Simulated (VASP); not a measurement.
# Ta in VASP: a series of runs

Ta is run at these levels: PBEsol; tasks: single point.

All numbers are computed with VASP 6.6.1; they aren't measurements. Logs are shortened: lines on timing, memory, paths and dates and some standing lists are left out, and cuts for length are marked.

## 1. The cell of the first run

The cell holds a slab with vacuum, 3 atoms: a = 3.282 Å, b = 3.282 Å, c = 19.282 Å, α = 90.00°, β = 90.00°, γ = 90.00°.

## 2. Single point, PBEsol

The input, INCAR:

```
SYSTEM = Ta
PREC = Accurate
ENCUT = 520
EDIFF = 1E-7
ISMEAR = -1
SIGMA = 0.05
LREAL = .False.
LASPH = .True.
NELM = 100
ALGO = Normal
ISIF = 2
LWAVE = .False.
LCHARG = .True.
LDIPOL = .True.
IDIPOL = 3
DIPOL = 0.5 0.5 0.500
GGA = PS
LELF = .True.
LVHAR = .True.
LVACPOTAV = .True.
NBANDS = 24
```

The input, KPOINTS:

```
regular mesh
0
Gamma
  12 12 1
  0 0 0
```

The input, POSCAR:

```
Ta
1.0
    3.2820482176      0.0000000000      0.0000000000
    0.0000000000      3.2820482176      0.0000000000
    0.0000000000      0.0000000000     19.2820000000
Ta
3
Direct
    0.0000000000      0.0000000000      0.4261024349
    0.5000000000      0.5000000000      0.4999999999
    0.0000000000      0.0000000000      0.5738975652
```

Potentials or basis: VASP PAW PBE potentials, release 64 (Ta_pv).

The run is started by

```sh
$ cat potpaw_PBE.64/Ta_pv/POTCAR > POTCAR
$ mpirun -np 1 vasp_std > vasp.out
```

OUTCAR:

```text
SYSTEM = Ta
   PREC = Accurate
   ENCUT = 520
   EDIFF = 1E-7
   ISMEAR = -1
   LREAL = .False.
   LASPH = .True.
   NELM = 100
   ISIF = 2
   GGA = PS

 ion  position               nearest neighbor table
   1  0.000  0.000  0.426-   2 2.72   2 2.72   2 2.72   2 2.72   3 2.85
   2  0.500  0.500  0.500-   1 2.72   1 2.72   1 2.72   1 2.72   3 2.72   3 2.72   3 2.72   3 2.72

   3  0.000  0.000  0.574-   2 2.72   2 2.72   2 2.72   2 2.72   1 2.85

  LATTYP: Found a simple tetragonal cell.
 ALAT       =     3.2820482176
 C/A-ratio  =     5.8749898605

  Lattice vectors:

 A1 = (   3.2820482176,   0.0000000000,   0.0000000000)
 A2 = (   0.0000000000,   3.2820482176,   0.0000000000)
 A3 = (   0.0000000000,   0.0000000000,  19.2820000000)

Analysis of symmetry for initial positions (statically):
=====================================================================
 Subroutine PRICEL returns:
 Original cell was already a primitive cell.

 Routine SETGRP: Setting up the symmetry group for a
 simple tetragonal supercell.

 Subroutine GETGRP returns: Found 16 space group operations
 (whereof 16 operations were pure point group operations)
 out of a pool of 16 trial point group operations.

The static configuration has the point symmetry D_4h.

Analysis of symmetry for dynamics (positions and initial velocities):
=====================================================================
 Subroutine PRICEL returns:
 Original cell was already a primitive cell.

 Routine SETGRP: Setting up the symmetry group for a
 simple tetragonal supercell.

 Subroutine GETGRP returns: Found 16 space group operations
 (whereof 16 operations were pure point group operations)
 out of a pool of 16 trial point group operations.

The dynamic configuration has the point symmetry D_4h.

 Subroutine INISYM returns: Found 16 space group operations
 (whereof 16 operations are pure point group operations),
 and found     1 'primitive' translations

----------------------------------------------------------------------------------------

                                     Primitive cell

  volume of cell :     207.7026

  direct lattice vectors                    reciprocal lattice vectors
     3.282048218  0.000000000  0.000000000     0.304687784  0.000000000  0.000000000
     0.000000000  3.282048218  0.000000000     0.000000000  0.304687784  0.000000000
     0.000000000  0.000000000 19.282000000     0.000000000  0.000000000  0.051861840

  length of vectors
     3.282048218  3.282048218 19.282000000     0.304687784  0.304687784  0.051861840

  position of ions in fractional coordinates (direct lattice)
     0.000000000  0.000000000  0.426102435
     0.500000000  0.500000000  0.500000000
     0.000000000  0.000000000  0.573897565

  ion indices of the primitive-cell ions
   primitive index   ion index
                 1           1
                 2           2
                 3           3

----------------------------------------------------------------------------------------

 KPOINTS: regular mesh

Automatic generation of k-mesh.
 Grid dimensions read from file:
 generate k-points for:   12   12    1

 Generating k-lattice:

  Cartesian coordinates                     Fractional coordinates (reciprocal lattice)
     0.025390649  0.000000000  0.000000000     0.083333333  0.000000000  0.000000000
     0.000000000  0.025390649  0.000000000     0.000000000  0.083333333  0.000000000
     0.000000000  0.000000000  0.051861840     0.000000000  0.000000000  1.000000000

  Length of vectors
     0.025390649  0.025390649  0.051861840

  Shift w.r.t. Gamma in fractional coordinates (k-lattice)
     0.000000000  0.000000000  0.000000000

 Subroutine IBZKPT returns following result:
 ===========================================

 Found     28 irreducible k-points:

 Following reciprocal coordinates:
            Coordinates               Weight
  0.000000  0.000000  0.000000      1.000000
  0.083333  0.000000  0.000000      4.000000
  0.166667  0.000000  0.000000      4.000000
  0.250000  0.000000  0.000000      4.000000
  0.333333  0.000000  0.000000      4.000000
  0.416667  0.000000  0.000000      4.000000
[... 16 lines left out ...]
  0.333333  0.333333  0.000000      4.000000
  0.416667  0.333333  0.000000      8.000000
 [... further k-points ...]
   k-points           NKPTS =     28   k-points in BZ     NKDIM =     28   number of bands    NBANDS=     24
   number of dos      NEDOS =    301   number of ions     NIONS =      3
   total plane-waves  NPLWV =  82944
   dimension x,y,z NGX =    24 NGY =   24 NGZ =  144
   dimension x,y,z NGXF=    48 NGYF=   48 NGZF=  288
   ions per type =               3
   NGX,Y,Z   is equivalent  to a cutoff of  12.16, 12.16, 12.42 a.u.
   NGXF,Y,Z  is equivalent  to a cutoff of  24.31, 24.31, 24.83 a.u.
 SYSTEM =  Ta
   PREC   = accura    normal or accurate (medium, high low for compatibility)
   ISTART =      0    job   : 0-new  1-cont  2-samecut
   ICHARG =      2    charge: 1-file 2-atom 10-const
   ISPIN  =      1    spin polarized calculation?
   LNONCOLLINEAR =      F non collinear calculations
   LSORBIT =      F    spin-orbit coupling
   LASPH  =      T    aspherical Exc in radial PAW
   ENCUT  =  520.0 eV  38.22 Ry    6.18 a.u.   6.10  6.10 35.85*2*pi/ulx,y,z
   NELM   =    100;   NELMIN=  2; NELMDL= -5     # of ELM steps
   EDIFF  = 0.1E-06   stopping-criterion for ELM
   LREAL  =      F    real-space projection
   EDIFFG = 0.1E-05   stopping-criterion for IOM
   NSW    =      0    number of steps for IOM
   IBRION =     -1    ionic relax: 0-MD 1-quasi-New 2-CG
   NFREE  =      0    steps in history (QN), initial steepest desc. (CG)
   ISIF   =      2    stress and relaxation
   ISYM   =      2    0-nonsym 1-usesym 2-fastsym
   POTIM  = 0.5000    time-step for ionic-motion
   TEBEG  =    0.0;   TEEND  =   0.0 temperature during run
   PSTRESS=    0.0 pullay stress
   NELECT =      33.0000    total number of electrons
   NUPDOWN=      -1.0000    fix difference up-down
   EMIN   =  10.00;   EMAX   =-10.00  energy-range for DOS
   EFERMI =   0.00;   METHOD = LEGACY
   ISMEAR =    -1;   SIGMA  =   0.05  broadening in eV -4-tet -1-fermi 0-gaus
   EFERMI_NEDOS =   21; number of points for ismear=-14 and -15
   IALGO  =     38    algorithm
   IMIX   =      4    mixing-type and parameters
     AMIX     =   0.40;   BMIX     =  1.00
     AMIX_MAG =   1.60;   BMIX_MAG =  1.00
  volume/ion in A,a.u.               =      69.23       467.22
  Fermi-wavevector in a.u.,A,eV,Ry     =   0.886677  1.675577 10.696849  0.786196
  Thomas-Fermi vector in A             =   2.007875
   LORBIT       =      0    0 simple, 1 ext, 2 COOP (PROOUT), +10 PAW based schemes
   GGA     = PS    functional components
   LHFCALC =     F    Hartree Fock is set to
   AEXX    =    0.0000 exact exchange contribution
   IVDW    =     0    specifies the selected vdW correction
   LEPSILON=     F    determine dielectric tensor
   LRPA    =     F    only Hartree local field effects (RPA)
 non-spin polarized calculation
  energy-cutoff  :      520.00
  volume of cell :      207.70
 maximum number of plane-waves:      5664
   NGX = 13   NGY = 13   NGZ = 71

 dipolmoment           0.000000      0.000000      0.000000 electrons x Angstroem

 number of electron      33.0000011 magnetization

 dipolmoment           0.000000      0.000000     -0.000000 electrons x Angstroem

 Free energy of the ion-electron system (eV)
  ---------------------------------------------------
  ext. energy  EPLUGINS =         0.00000000
  ---------------------------------------------------
  free energy    TOTEN  =       -33.98765914 eV

  energy without entropy =      -33.96399523  energy(sigma->0) =      -33.97582718

 E-fermi :  -1.2194     XC(G=0):  -4.3669

 val. band max:       -1.2682377139   @ k =   0.4167   0.2500   0.0000
 cond. band min:      -1.1977737081   @ k =   0.0833   0.0833   0.0000
 fundamental gap:      0.0704640059
 Fermi energy:        -1.2193538542

 k-point     1 :       0.0000    0.0000    0.0000
  band No.  band energies     occupation
      1     -35.9602      2.00000
      2     -35.7192      2.00000
      3     -35.7192      2.00000
      4     -35.6542      2.00000
      5     -35.4539      2.00000
      6     -35.4539      2.00000
[... 16 lines left out ...]
     23       1.6778      0.00000
     24       2.2972      0.00000

 k-point     2 :       0.0833    0.0000    0.0000
  band No.  band energies     occupation
      1     -35.9858      2.00000
      2     -35.7075      2.00000
      3     -35.7061      2.00000
      4     -35.6604      2.00000
      5     -35.4791      2.00000
      6     -35.4524      2.00000
[... 16 lines left out ...]
     23       1.8506      0.00000
     24       2.3861      0.00000

 k-point     3 :       0.1667    0.0000    0.0000
  band No.  band energies     occupation
      1     -36.0431      2.00000
      2     -35.6937      2.00000
      3     -35.6892      2.00000
      4     -35.6687      2.00000
      5     -35.5235      2.00000
      6     -35.4483      2.00000
[... 16 lines left out ...]
     23       2.1458      0.00000
     24       2.1663      0.00000
[... 514 lines left out ...]
 k-point    23 :       0.3333    0.3333    0.0000
  band No.  band energies     occupation
      1     -36.0773      2.00000
      2     -35.9867      2.00000
      3     -35.7422      2.00000
      4     -35.7310      2.00000
      5     -35.6006      2.00000
      6     -35.5176      2.00000
[... 16 lines left out ...]
     23       2.7159      0.00000
     24       3.4134      0.00000

 k-point    24 :       0.4167    0.3333    0.0000
  band No.  band energies     occupation
      1     -36.0932      2.00000
      2     -35.9987      2.00000
      3     -35.8042      2.00000
      4     -35.7300      2.00000
      5     -35.6025      2.00000
      6     -35.5128      2.00000
[... 16 lines left out ...]
     23       2.6580      0.00000
     24       3.4620      0.00000

 [... further k-points ...]

------------------------ aborting loop because EDIFF is reached ----------------------------------------

  FORCE on cell =-STRESS in cart. coord.  units (eV):
  Direction    XX          YY          ZZ          XY          YZ          ZX
  --------------------------------------------------------------------------------------
  -------------------------------------------------------------------------------------
  Total       -1.4473203     -1.4473203      0.0286109      0.0000000      0.0000000      0.0000000
  in kB      -11.1643445    -11.1643445      0.2206990      0.0000000      0.0000000      0.0000000
  external PRESSURE =      -7.3693300 kB  Pullay stress =       0.0000000 kB

 VOLUME and BASIS-vectors are now :
 -----------------------------------------------------------------------------
  energy-cutoff  :      520.00
  volume of cell :      207.70
      direct lattice vectors                 reciprocal lattice vectors
     3.282048218  0.000000000  0.000000000     0.304687784  0.000000000  0.000000000
     0.000000000  3.282048218  0.000000000     0.000000000  0.304687784  0.000000000
     0.000000000  0.000000000 19.282000000     0.000000000  0.000000000  0.051861840

 POSITION                                       TOTAL-FORCE (eV/Angst)
 -----------------------------------------------------------------------------------
      0.00000      0.00000      8.21611         0.000000     -0.000000     -0.016106
      1.64102      1.64102      9.64100        -0.000000      0.000000      0.000000
      0.00000      0.00000     11.06589         0.000000      0.000000      0.016106
 -----------------------------------------------------------------------------------
    total drift:                                0.000000      0.000000      0.000000

  FREE ENERGIE OF THE ION-ELECTRON SYSTEM (eV)
  ---------------------------------------------------
  free  energy   TOTEN  =       -33.9876591399 eV

  energy  without entropy=      -33.9639952288  energy(sigma->0) =      -33.97582718

 vacuum level on the upper side and lower side of the slab         2.615         2.615
```

It took 3.8 min on 1 thread of Intel Xeon 8259CL, shared host; peak memory 0.33 GiB.

What came out:

```
Free energy            : -33.9877 eV
Largest force          : 0.016 eV/Å
Band gap on the k mesh : zero (an odd number of electrons rules out a gap without spin polarisation)
```

Forces in eV/Å, atoms in the order of the input:
```
Ta   0.000  0.000 -0.016
Ta   0.000  0.000  0.000
Ta   0.000  0.000  0.016
```

Levels at points of the mesh, in eV from the Fermi level:
| k point | band 12 | band 13 | band 14 | band 15 | band 16 | band 17 | band 18 | band 19 | band 20 | band 21 |
| --- | --- | --- | --- | --- | --- | --- | --- | --- | --- | --- |
| (0.00, 0.00, 0.00) | -4.07 | -3.34 | -1.33 | -0.22 | 0.05 | 0.35 | 0.75 | 0.75 | 0.79 | 0.79 |
| (0.50, 0.00, 0.00) | -3.30 | -1.91 | -1.39 | -1.31 | -1.20 | -0.28 | 1.01 | 1.78 | 2.36 | 2.47 |
| (0.50, 0.50, 0.00) | -1.39 | -1.39 | -1.39 | -1.39 | -1.37 | 1.49 | 1.49 | 2.24 | 2.80 | 2.80 |

Caveat: the PAW data sets were made with another functional, which shifts forces and pressure a little; spin-orbit coupling is left out, which moves the levels of the heavy elements.

## 3. Single point, PBEsol

The input, INCAR:

```
PREC     = Accurate       # precision mode
ENCUT    = 520            # plane-wave cutoff, eV
EDIFF    = 1E-6           # SCF threshold, eV
ISMEAR   = -1             # smearing method
SIGMA    = 0.05           # smearing width, eV
LREAL    = False          # projectors in reciprocal space
LASPH    = True           # aspherical terms in the spheres
NELM     = 100            # most SCF steps
ALGO     = Normal         # electronic algorithm
ISIF     = 2              # what is computed and relaxed
LWAVE    = False          # write WAVECAR
LCHARG   = False          # write CHGCAR
LDIPOL   = True         
IDIPOL   = 3            
DIPOL    = 0.5 0.5 0.500
GGA      = PS             # functional
NBANDS   = 24             # bands
```

The input, KPOINTS:

```
Automatic mesh
0
Gamma
  12 12 1
```

POSCAR is that of step 2.

Potentials or basis: VASP PAW PBE potentials, release 64 (Ta_pv).

The run is started by

```sh
$ cat potpaw_PBE.64/Ta_pv/POTCAR > POTCAR
$ mpirun -np 1 vasp_std > vasp.out
```

Run time: 4.5 min. Hardware: 1 thread of Intel Xeon 8259CL, shared host; peak memory 0.33 GiB.

It converged, with:

```yaml
Free_energy: -33.9877 eV
Largest_force: 0.016 eV/Å
Band_gap_on_the_k_mesh: zero (an odd number of electrons rules out a gap without spin polarisation)
```

Forces in eV/Å, atoms in the order of the input:
```
Ta   0.000  0.000 -0.016
Ta   0.000  0.000  0.000
Ta   0.000  0.000  0.016
```

Levels at points of the mesh, in eV from the Fermi level:
```tsv
k point	band 14	band 15	band 16	band 17	band 18	band 19
(0.00, 0.00, 0.00)	-1.33	-0.22	0.05	0.35	0.75	0.75
(0.50, 0.00, 0.00)	-1.39	-1.31	-1.20	-0.28	1.01	1.78
(0.50, 0.50, 0.00)	-1.39	-1.39	-1.37	1.49	1.49	2.24
```

Caveat: the PAW data sets were made with another functional, which shifts forces and pressure a little; spin-orbit coupling is left out, which moves the levels of the heavy elements.

(Continued in part 2 of 2.)
